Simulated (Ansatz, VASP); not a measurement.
One calculation of KTaO3, two programs

The input INCAR:

```
SYSTEM = KTaO3
PREC     = Accurate       ! precision mode
ENCUT    = 520            ! plane-wave cutoff, eV
EDIFF    = 1E-6           ! SCF threshold, eV
ISMEAR   = -1             ! smearing method
SIGMA    = 0.05           ! smearing width, eV
LREAL    = .FALSE.        ! projectors in reciprocal space
LASPH    = .TRUE.         ! aspherical terms in the spheres
NELM     = 80             ! most SCF steps
ALGO     = Normal         ! electronic algorithm
ISIF     = 2              ! what is computed and relaxed
LWAVE    = .FALSE.        ! write WAVECAR
LCHARG   = .FALSE.        ! write CHGCAR
GGA      = B5             ! functional
ALDAX    = 1.0          
AGGAX    = 1.0          
AGGAC    = 1.0          
ALDAC    = 0.0          
NBANDS   = 27             ! bands
```

File KPOINTS:

```
regular mesh
0
G
  7 7 7
  0 0 0
```

Contents of POSCAR:

```
KTaO3
1.0
    3.9883000000      0.0000000000      0.0000000000
    0.0000000000      3.9883000000      0.0000000000
    0.0000000000      0.0000000000      3.9883000000
Ta K O
1 1 3
Direct
    0.0000000000      0.0000000000      0.0000000000
    0.5000000000      0.5000000000      0.5000000000
    0.0000000000      0.0000000000      0.5000000000
    0.0000000000      0.5000000000      0.0000000000
    0.5000000000      0.0000000000      0.0000000000
```

The input input.yaml:

```yaml
crystal:
  lattice:
    - [3.9883, 0.0, 0.0]
    - [0.0, 3.9883, 0.0]
    - [0.0, 0.0, 3.9883]
  atoms:
    - { symbol: Ta, position: [0.0, 0.0, 0.0] }
    - { symbol: K, position: [0.5, 0.5, 0.5] }
    - { symbol: O, position: [0.0, 0.0, 0.5] }
    - { symbol: O, position: [0.0, 0.5, 0.0] }
    - { symbol: O, position: [0.5, 0.0, 0.0] }
hamiltonian:
  xc: blyp
  pseudopotentials: { kind: paw }
kpoints:
  mp_grid: { grid: [7, 7, 7] }
  band_path:
    path:
      - [[0.0, 0.0, 0.0], [0.0, 0.5, 0.0], [0.5, 0.5, 0.0], [0.0, 0.0, 0.0], [0.5, 0.5, 0.5], [0.0, 0.5, 0.0]]
      - [[0.5, 0.5, 0.0], [0.5, 0.5, 0.5]]
    npoints: 14
scf:
  occupations: { method: fermi_dirac, width: 0.05 }
  n_extra_bands: 12
output:
  forces: true
  stress: true
  eigenvalues: true
  fatbands: false
```

Alike in both runs: functional BLYP; k mesh 7 × 7 × 7; occupations fermi-dirac, width 0.05 eV; no spin polarisation.

|  | VASP | Ansatz |
| --- | --- | --- |
| version | VASP 6.6.1 | Ansatz 0.2.0 |
| potentials or method | VASP PAW PBE potentials, release 64 (Ta_pv, K_sv, O) | Ansatz PAW |
| plane-wave cutoff (eV) | 520 | 420 |
| valence electrons in the cell | 38 | 40 |
| task | single point | band structure |

Ansatz gave:

```
gap on the k mesh at the Fermi level (eV) : 2.32
least direct gap on the mesh (eV)         : 2.87
pressure (GPa)                            : 10.2
```

Q: Which values does VASP return?

A: gap on the k mesh at the Fermi level (eV): 2.28; least direct gap on the mesh (eV): 2.84; pressure (GPa): 11.6.

VASP's potentials were made for PBE, not for BLYP. The functional is the same, so the differences come from potentials, cutoffs and numerics. VASP's potentials hold 38 valence electrons a cell and Ansatz's 40, so a difference there can come from the potentials and not from the codes.

Neither program's run includes spin-orbit coupling. Noted on Ansatz's run: the k mesh misses the band edges, so the gap on the mesh is wider than the one along the path.
